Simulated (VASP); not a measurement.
Wanted: the native input for a VASP 6.6.1 run.

* Task: single point
* Functional: LDA
* Potentials or basis: VASP PAW LDA potentials, release 64 (Hg, Te)
* Cutoff: 520 eV
* k mesh: 10 × 10 × 10
* Occupations: fermi-dirac, width 0.05 eV
* Spin: no spin polarisation
* Dipole correction: no
* Further INCAR settings: ALGO = Normal; EDIFF = 1e-06; NBANDS = 16

The structure of HgTe lies in POSCAR:

```
HgTe
1.0
   -3.0044411569      3.0044411569      1.5383343083
    3.0044411569     -3.0044411569      1.5383343083
    3.0044411569      3.0044411569     -1.5383343083
Hg Te
1 1
Direct
    0.7500000000      0.2500000000      0.5000000000
    0.0000000000      0.0000000000      0.0000000000
```

The input as run:

INCAR

```
SYSTEM = HgTe
  ALGO = Normal
  EDIFF = 1E-6
  ENCUT = 520
  GGA = CA
  ISIF = 2
  ISMEAR = -1
  LASPH = .True.
  LCHARG = .True.
  LELF = .True.
  LREAL = .False.
  LVHAR = .True.
  LWAVE = .False.
  NBANDS = 16
  NELM = 60
  PREC = Accurate
  SIGMA = 0.05
```

KPOINTS

```
k-points
0
Gamma
  10 10 10
  0 0 0
```

Potentials or basis: VASP PAW LDA potentials, release 64 (Hg, Te).

Command:

```console
$ cat potpaw_LDA.64/Hg/POTCAR potpaw_LDA.64/Te/POTCAR > POTCAR
$ mpirun -np 1 vasp_std > vasp.out
```

It gave:

- Pressure: -3.1 GPa
- Band gap on the k mesh: zero (bands 9 and 10 overlap by 3.60 eV)

Caveat: the cell stands under tension; spin-orbit coupling is left out, which moves the levels of the heavy elements.

Run time: 2.1 min on 1 thread of Intel Xeon 8259CL, with other jobs on the host, peak memory 0.24 GiB.
